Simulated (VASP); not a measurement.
## Bi: single point with RPBE

Bi:

```
Bi
1.0
     6.01397    0.00000    0.00000
    -3.00698    5.20825    0.00000
     0.00000    0.00000    3.53299
Bi
3
Direct
  0.00000 0.00000 0.00000
  0.33333 0.66667 0.50000
  0.66667 0.33333 0.50000
```

This isn't the form of Bi at room conditions, which is rhombohedral.

```yaml
Program: VASP 6.6.1
Task: single point
Functional: RPBE
Potentials_or_basis: VASP PAW PBE potentials, release 64 (Bi_d)
Cutoff: 520 eV
k_mesh: 7 × 7 × 10
Occupations: fermi-dirac, width 0.1 eV
Spin: no spin polarisation
Dipole_correction: no
Further_INCAR_settings: ALGO = Normal; EDIFF = 1e-06; NBANDS = 30
```

```json
{
  "Pressure": "-4.1 GPa",
  "Band gap on the k mesh": "zero (an odd number of electrons rules out a gap without spin polarisation)"
}
```

Levels at points of the mesh, in eV from the Fermi level:
```
           k point  band 21  band 22  band 23  band 24  band 25  band 26
(0.00, 0.00, 0.00)    -2.63    -2.63     1.59     3.89     3.89     4.39
(0.00, 0.00, 0.50)    -1.59    -1.44    -1.44    -0.20    -0.20     0.95
```

Run time: 78 s on 1 thread of Intel(R) Xeon(R) 6975P-C (Granite Rapids), on a shared host, peak memory 0.3 GiB.

Caveat: the cell stands under tension; the PAW data sets were made with another functional, which shifts forces and pressure a little; spin-orbit coupling is left out, which moves the levels of the heavy elements.
